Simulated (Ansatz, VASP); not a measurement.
MoS2: VASP beside Ansatz

Contents of INCAR:

```
PREC     = Accurate       # precision mode
ENCUT    = 520            # plane-wave cutoff, eV
EDIFF    = 1E-7           # SCF threshold, eV
ISMEAR   = 1              # smearing method
SIGMA    = 0.2            # smearing width, eV
LREAL    = F              # projectors in reciprocal space
LASPH    = T              # aspherical terms in the spheres
NELM     = 80             # most SCF steps
ALGO     = Normal         # electronic algorithm
ISIF     = 2              # what is computed and relaxed
LWAVE    = F              # write WAVECAR
LCHARG   = F              # write CHGCAR
GGA      = PS             # functional
NBANDS   = 35             # bands
```

The input KPOINTS:

```
regular mesh
0
Gamma
  12 12 4
```

Contents of POSCAR:

```
MoS2
1.0
    2.9648591311      0.0000000000      0.0000000000
   -1.4824295656      2.5676433262      0.0000000000
    0.0000000000      0.0000000000     12.7586782991
Mo S
2 4
Direct
    0.3333333333      0.6666666667      0.2500000000
    0.6666666667      0.3333333333      0.7500000000
    0.3333333333      0.6666666667      0.6259932117
    0.6666666667      0.3333333333      0.1259932117
    0.3333333333      0.6666666667      0.8740067883
    0.6666666667      0.3333333333      0.3740067883
```

Input for Ansatz:

```yaml
crystal:
  lattice:
    - [2.9648591311, 0.0, 0.0]
    - [-1.4824295656, 2.5676433262, 0.0]
    - [0.0, 0.0, 12.7586782991]
  atoms:
    - { symbol: Mo, position: [0.3333333333, 0.6666666667, 0.25] }
    - { symbol: Mo, position: [0.6666666667, 0.3333333333, 0.75] }
    - { symbol: S, position: [0.3333333333, 0.6666666667, 0.6259932117] }
    - { symbol: S, position: [0.6666666667, 0.3333333333, 0.1259932117] }
    - { symbol: S, position: [0.3333333333, 0.6666666667, 0.8740067883] }
    - { symbol: S, position: [0.6666666667, 0.3333333333, 0.3740067883] }
basis:
  ecutwfc: 420
kpoints:
  mp_grid: { grid: [12, 12, 4] }
hamiltonian:
  xc: pbesol
scf:
  occupations: { method: cold, width: 0.2 }
output:
  forces: true
  stress: true
  eigenvalues: true
```

Alike in both runs: task single point; functional PBEsol; k mesh 12 × 12 × 4; no spin polarisation.

|  | VASP | Ansatz |
| --- | --- | --- |
| version | VASP 6.6.1 | Ansatz 0.2.0 |
| potentials or method | VASP PAW PBE potentials, release 64 (Mo_sv, S), cutoff 520 eV | scalar-relativistic, plane waves, PAW |
| occupations | methfessel-paxton of order 1, width 0.2 eV | cold, width 0.2 eV |
| valence electrons in the cell | 52 | 52 |

```csv
,VASP,Ansatz,Ansatz less VASP
pressure (GPa),18.5,18.5,+0.02
"traceless stress, the component that is largest in VASP (GPa)",-8.93,-8.80,+0.131
rms of the force components (eV/Å),0.431,0.435,+0.0036
```

VASP's potentials were made for PBE, not for PBEsol. Atom by atom the forces differ by 0.004 eV/Å (rms over components).
